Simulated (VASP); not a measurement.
CdTe:

```
CELL_PARAMETERS angstrom
0.00000 3.24464 3.24464
3.24464 0.00000 3.24464
3.24464 3.24464 0.00000
ATOMIC_POSITIONS crystal
Cd 0.00000 0.00000 0.00000
Te 0.25000 0.25000 0.25000
```

Base run:

- Program: VASP 6.6.1
- Functional: r2SCAN
- Potentials or basis: VASP PAW PBE potentials, release 64 (Cd, Te)
- Cutoff: 520 eV
- k mesh: 6 × 6 × 6
- Occupations: fermi-dirac, width 0.05 eV
- Spin: no spin polarisation

Its results: band gap on the k mesh 1.26 eV, direct; pressure 1.5 GPa.

The run is repeated on the same cell with these changes: functional from r2SCAN to PBEsol. What comes out?

Band gap on the k mesh 0.65 eV, direct; pressure 0.2 GPa.

r2SCAN gives the wider gap, since meta-GGAs in the generalised Kohn-Sham scheme recover part of the derivative discontinuity.

Caveats: the PAW data sets were made with another functional, which shifts forces and pressure a little; spin-orbit coupling is left out, which moves the levels of the heavy elements.

